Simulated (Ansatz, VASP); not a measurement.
# Br: VASP beside Ansatz

```
Br
1.0
    15.00000    0.00000    0.00000
     0.00000   15.50000    0.00000
     0.00000    0.00000   16.00000
Br
1
Direct
  0.50000 0.50000 0.50000
```

Alike in both runs: task single point; functional PBEsol; k mesh 1 × 1 × 1; occupations gaussian, width 0.005 eV; collinear spin.

|  | VASP | Ansatz |
| --- | --- | --- |
| version | VASP 6.6.1 | Ansatz 0.2.0 |
| potentials or method | VASP PAW PBE potentials, release 64 (Br), cutoff 520 eV | scalar-relativistic, plane waves, PAW |
| valence electrons in the cell | 7 | 7 |

VASP gave:

* gap on the k mesh at the Fermi level (eV): 6.99
* net moment per atom (μB): 1.00
* size of the moment on the site where the two differ most (μB): 0.66

Question: Estimate Ansatz's values.

Answer: gap on the k mesh at the Fermi level (eV): 0.16; net moment per atom (μB): 1.00; size of the moment on the site where the two differ most (μB): 1.00.

VASP's potentials were made for PBE, not for PBEsol. Site moments also hang on the region over which each program counts them. One of these differences is far larger than is usual between the two programs; its cause wasn't traced. With one functional, cell and mesh, what is left measures potentials, basis and numerics.
